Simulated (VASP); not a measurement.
A run of VASP 6.6.1 is set up as follows.

The input INCAR:

```
PREC     = Accurate       # precision mode
ENCUT    = 600            # plane-wave cutoff, eV
EDIFF    = 1E-6           # SCF threshold, eV
ISMEAR   = 0              # smearing method
SIGMA    = 0.1            # smearing width, eV
LREAL    = False          # projectors in reciprocal space
LASPH    = True           # aspherical terms in the spheres
NELM     = 80             # most SCF steps
ALGO     = Normal         # electronic algorithm
ISIF     = 3              # what is computed and relaxed
LWAVE    = False          # write WAVECAR
LCHARG   = False          # write CHGCAR
GGA      = PE             # functional
IBRION   = 2              # ionic algorithm
NSW      = 90             # ionic steps
EDIFFG   = -0.04          # ionic threshold
```

KPOINTS

```
regular mesh
0
Gamma
  6 6 4
```

File POSCAR:

```
Zr2ZnN2
1.0
    3.3767267567      0.0000000000      0.0000000000
    0.0000000000      3.3767267567      0.0000000000
    0.0000000000      0.0000000000      6.6678684020
Zr Zn N
2 1 2
Direct
    0.5000000000      0.5000000000      0.2908311300
    0.5000000000      0.5000000000      0.7091688700
    0.0000000000      0.0000000000      0.0000000000
    0.0000000000      0.5000000000      0.5000000000
    0.5000000000      0.0000000000      0.5000000000
```

Potentials or basis: VASP PAW PBE potentials, release 64 (Zr_sv, Zn, N).

Command:

```sh
$ cat potpaw_PBE.64/Zr_sv/POTCAR potpaw_PBE.64/Zn/POTCAR potpaw_PBE.64/N/POTCAR > POTCAR
$ mpirun -np 1 vasp_std > vasp.out
```

(1) Predict the band gap on the k mesh.

(2) Estimate the relaxed volume.

Results:

(1) zero (band 23 reaches 7.37 eV, above the bottom of band 24 at 6.14 eV).

(2) 15.20 Å³/atom.
